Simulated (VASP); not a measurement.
A run of VASP 6.6.1 is set up as follows.

Contents of POSCAR:

```
HfN
1.0
    0.0000000000      2.3934514500      2.5775631000
    2.3934514500      0.0000000000      2.5775631000
    2.3934514500      2.3934514500      0.0000000000
Hf N
1 1
Direct
    0.0000000000      0.0000000000      0.0000000000
    0.7500000000      0.7500000000      0.7500000000
```

File INCAR.step1:

```
PREC = Accurate ; ENCUT = 520
ISMEAR = 0 ; SIGMA = 0.15
LREAL = F ; LASPH = T
NELM = 80 ; NBANDS = 14
GGA = PE ; ALGO = Normal
EDIFF = 1E-4 ; LWAVE = T
LCHARG = F
```

INCAR.step2

```
PREC = Accurate ; ENCUT = 520
EDIFF = 1E-6 ; ISMEAR = 0
SIGMA = 0.15 ; LREAL = F
LASPH = T ; NELM = 80
ALGO = Normal ; ISIF = 2
LWAVE = F ; LCHARG = F
METAGGA = R2SCAN ; LMIXTAU = T
NBANDS = 14 ; ISTART = 1
```

The input KPOINTS:

```
regular mesh
0
Gamma
  16 16 16
```

Potentials or basis: VASP PAW PBE potentials, release 64 (Hf_pv, N).

Run with:

```sh
$ cat potpaw_PBE.64/Hf_pv/POTCAR potpaw_PBE.64/N/POTCAR > POTCAR
$ cp INCAR.step1 INCAR
$ mpirun -np 1 vasp_std > vasp.out
$ cp INCAR.step2 INCAR
$ mpirun -np 1 vasp_std > vasp.out
```

Q: Estimate the band gap on the k mesh.

A: Zero (an odd number of electrons rules out a gap without spin polarisation).

Q: Estimate the pressure.

A: -3.4 GPa.

Stress tensor (GPa, compression positive):
```
  1.08   0.00   0.00
  0.00   1.08   0.00
  0.00   0.00 -12.50
```

Caveat: the cell differs from its parent crystal (strain -0.025 along x and y, +0.050 along z); the stress differs along the axes, from -13 to 1 GPa; the PAW data sets were made with another functional, which shifts forces and pressure a little; spin-orbit coupling is left out, which moves the levels of the heavy elements; an odd number of electrons without spin polarisation forces a metal; a magnetic or distorted state may lie lower.
